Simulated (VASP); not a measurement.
Set up this calculation in VASP 6.6.1, as the native input.

| Quantity | Value |
| --- | --- |
| Task | relaxation of cell and atoms |
| Functional | PBEsol |
| Dispersion | D3(BJ) |
| Potentials or basis | VASP PAW PBE potentials, release 64 (B) |
| Cutoff | 600 eV |
| k mesh | 14 × 14 × 14 |
| Occupations | fermi-dirac, width 0.05 eV |
| Spin | no spin polarisation |
| Dipole correction | no |
| Further INCAR settings | ALGO = Normal; EDIFF = 1e-07; IBRION = 2; EDIFFG = -0.01; NSW = 60; ISIF = 3 |

The structure of B lies in POSCAR:

```
B
1.0
    1.8852400000      0.0000000000      0.0000000000
    0.0000000000      1.8852400000      0.0000000000
    0.0000000000      0.0000000000      1.8852400000
B
1
Direct
    0.5000000000      0.5000000000      0.5000000000
```

One way to write it, as run:

INCAR

```
SYSTEM = B
PREC = Accurate
ENCUT = 600
EDIFF = 1E-7
ISMEAR = -1
SIGMA = 0.05
LREAL = .FALSE.
LASPH = .TRUE.
NELM = 80
ALGO = Normal
ISIF = 3
LWAVE = .FALSE.
LCHARG = .FALSE.
GGA = PS
IVDW = 12
IBRION = 2
NSW = 60
EDIFFG = -0.01
```

KPOINTS

```
Automatic mesh
0
G
  14 14 14
  0 0 0
```

Potentials or basis: VASP PAW PBE potentials, release 64 (B).

Run with:

```console
$ cat potpaw_PBE.64/B/POTCAR > POTCAR
$ mpirun -np 1 vasp_std > vasp.out
```

Results of the run:

* Relaxed volume: 6.52 Å³/atom
* Relaxed cell: a = 1.869 Å, b = 1.869 Å, c = 1.869 Å, α = 90.00°, β = 90.00°, γ = 90.00°
* Space group after relaxing (to 0.05 Å): Pm-3m (No. 221)
* Energy gained by relaxing: 3.5 meV/atom
* Ionic steps: 3
* Pressure after relaxing: 0.0 GPa
* Dispersion energy per atom: -0.169 eV

Caveat: the PAW data sets were made with another functional, which shifts forces and pressure a little; pairwise dispersion overbinds metals, which lowers pressure and volume.

Wall time 2.2 s on 1 thread of Intel(R) Xeon(R) Platinum 8481C CPU @ 2.70GHz (Sapphire Rapids), on a shared host, peak memory 0.12 GiB.
